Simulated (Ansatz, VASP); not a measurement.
# Two plane-wave programs on TaN

```
Ta N
1.0
     0.00000    2.16069    2.16069
     2.16069    0.00000    2.16069
     2.16069    2.16069    0.00000
Ta N
1 1
Direct
  0.50000 0.50000 0.50000
  0.00000 0.00000 0.00000
```

Alike in both runs: task single point; functional PBE; k mesh 11 × 11 × 11; occupations fermi-dirac, width 0.05 eV; no spin polarisation.

```csv
,VASP,Ansatz
version,VASP 6.6.1,Ansatz 0.2.0
potentials or method,"VASP PAW PBE potentials, release 64 (Ta_pv, N), cutoff 520 eV","plane waves, PAW"
valence electrons in the cell,16,18
```

|  | VASP | Ansatz | Ansatz less VASP |
| --- | --- | --- | --- |
| pressure (GPa) | 26.2 | 25.1 | -1.09 |

VASP's potentials hold 16 valence electrons a cell and Ansatz's 18, so a difference there can come from the potentials and not from the codes.

Spin-orbit coupling is off throughout.
